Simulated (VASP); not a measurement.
## Mn3Si: single point with r2SCAN

Mn3Si:

```
Mn Si
1.0
     0.00000    2.86100    2.86100
     2.86100    0.00000    2.86100
     2.86100    2.86100    0.00000
Mn Si
3 1
Direct
  0.50000 0.50000 0.50000
  0.25000 0.25000 0.25000
  0.75000 0.75000 0.75000
  0.00000 0.00000 0.00000
```

- Program: VASP 6.6.1
- Task: single point
- Functional: r2SCAN
- Potentials or basis: VASP PAW PBE potentials, release 64 (Mn_pv, Si)
- Cutoff: 520 eV
- k mesh: 7 × 7 × 7
- Occupations: fermi-dirac, width 0.1 eV
- Spin: collinear spin, ferromagnetic start
- Starting moments: [2.113, 2.113, 2.114, 0.0] μB
- Fixed moment: 6.34 μB
- Dipole correction: no
- Further INCAR settings: ALGO = Normal; EDIFF = 1e-07; NBANDS = 34

```
Pressure                                              : 3.4 GPa
Net moment                                            : 6.34 μB per cell
Site moments                                          : Mn +0.83, +2.82 (each value once); Si -0.09 μB
Valence electrons inside the program's atomic spheres : Mn 11.91, 11.88 (each value once); Si 1.63
```

Wall time 12 min on 1 thread of Intel Xeon 8259CL, on a shared host, peak memory 0.22 GiB.

Caveat: the cell stands under pressure; the PAW data sets were made with another functional, which shifts forces and pressure a little; the total moment is fixed, so each spin has its own Fermi level and the state may be an excited one.
